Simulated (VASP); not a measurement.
Here is a VASP 6.6.1 calculation.

INCAR

```
SYSTEM = BiSbSe
ALGO = Normal
EDIFF = 1E-6
ENCUT = 520
GGA = PE
ISIF = 2
ISMEAR = -1
LASPH = .TRUE.
LCHARG = .FALSE.
LREAL = .FALSE.
LWAVE = .FALSE.
NBANDS = 20
NELM = 100
PREC = Accurate
SIGMA = 0.05
```

KPOINTS

```
k-points
0
G
  7 7 6
  0 0 0
```

File POSCAR:

```
BiSbSe
1.0
    4.8166155100      0.0000000000      0.0000000000
   -2.4083077600      4.1713113900      0.0000000000
    0.0000000000      0.0000000000      4.7024033100
Sb Bi Se
1 1 1
Direct
    0.6666666700      0.3333333300      0.5000000000
    0.0000000000      0.0000000000      0.0000000000
    0.3333333300      0.6666666700      0.5000000000
```

Potentials or basis: VASP PAW PBE potentials, release 64 (Sb, Bi_d, Se).

The run is started by

```sh
$ cat potpaw_PBE.64/Sb/POTCAR potpaw_PBE.64/Bi_d/POTCAR potpaw_PBE.64/Se/POTCAR > POTCAR
$ mpirun -np 1 vasp_std > vasp.out
```

Q: What does it give for the pressure?

A: -1.2 GPa.

Q: Predict the band gap on the k mesh.

A: Zero (band 13 reaches 5.90 eV, above the bottom of band 14 at 5.21 eV).

Stress tensor (GPa, compression positive):
```
 1.02  0.00  0.00
 0.00  1.02  0.00
 0.00  0.00 -5.64
```

Caveat: spin-orbit coupling is left out, which moves the levels of the heavy elements.
